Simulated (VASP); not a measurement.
# Au: single point with PBEsol

The system is Au.

```xyz
1
Lattice="-1.6573 1.6573 1.6573 1.6573 -1.6573 1.6573 1.6573 1.6573 -1.6573" Properties=species:S:1:pos:R:3 pbc="T T T"
Au    0.0000    0.0000    0.0000
```

```
Program                : VASP 6.6.1
Task                   : single point
Functional             : PBEsol
Potentials or basis    : VASP PAW PBE potentials, release 64 (Au)
Cutoff                 : 520 eV
k mesh                 : 8 × 8 × 8
Occupations            : fermi-dirac, width 0.05 eV
Spin                   : no spin polarisation
Dipole correction      : no
Further INCAR settings : ALGO = Fast; EDIFF = 1e-06; NBANDS = 12
```

```
Pressure : -9.6 GPa
```

Levels at points of the mesh, in eV from the Fermi level:
```
           k point  band 3  band 4  band 5  band 6  band 7  band 8
(0.00, 0.00, 0.00)   -4.70   -4.70   -2.94   -2.94   16.30   16.30
(0.50, 0.00, 0.00)   -3.08   -2.77   -1.57   -0.58    3.00   12.13
(0.50, 0.50, 0.50)   -1.92   -1.92   -1.92    6.01    6.01    6.01
```

Wall time 3.8 s on 1 thread of Intel Xeon 6975P-C (shared host), peak memory 0.14 GiB.

Caveat: the PAW data sets were made with another functional, which shifts forces and pressure a little; spin-orbit coupling is left out, which moves the levels of the heavy elements.
